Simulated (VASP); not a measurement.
NiO:

```
CELL_PARAMETERS angstrom
0.00000 2.08590 2.08590
2.08590 0.00000 2.08590
2.08590 2.08590 0.00000
ATOMIC_POSITIONS crystal
Ni 0.00000 0.00000 0.00000
O 0.50000 0.50000 0.50000
```

* Program: VASP 6.6.1
* Task: relaxation of cell and atoms
* Functional: BLYP
* Potentials or basis: VASP PAW PBE potentials, release 64 (Ni_sv_GW, O)
* Cutoff: 600 eV
* k mesh: 11 × 11 × 11
* Occupations: tetrahedron
* Spin: collinear spin, ferromagnetic start
* Starting moments: [1.7, 0.38] μB

At the start: pressure 12.9 GPa; volume 9.08 Å³/atom.

Problem. How do energy, volume and symmetry change on relaxing?

Solution. Over 4 steps the energy falls by 21.6 meV/atom and the volume is 9.72 Å³/atom (+7.0 %); space group Fm-3m (No. 225, to 0.05 Å); moment 1.93 μB per cell.

Step by step:
```
step  energy change (eV)  largest force (eV/Å)  pressure (GPa)  volume (Å³)
   1              0.0000                0.0000           12.92        18.15
   2             -0.0280                0.0000           -5.62        20.14
   3             -0.0433                0.0000            0.86        19.33
   4             -0.0431                0.0000            0.02        19.43
```

Final structure:
```
CELL_PARAMETERS angstrom
0.00000 2.13381 2.13381
2.13381 0.00000 2.13381
2.13381 2.13381 0.00000
ATOMIC_POSITIONS crystal
Ni 0.00000 0.00000 0.00000
O 0.50000 0.50000 0.50000
```

Caveat: the PAW data sets were made with another functional, which shifts forces and pressure a little; a cell with one magnetic atom can't hold antiferromagnetic order, which such compounds often take; tetrahedron occupations give inexact forces and stress in metals.
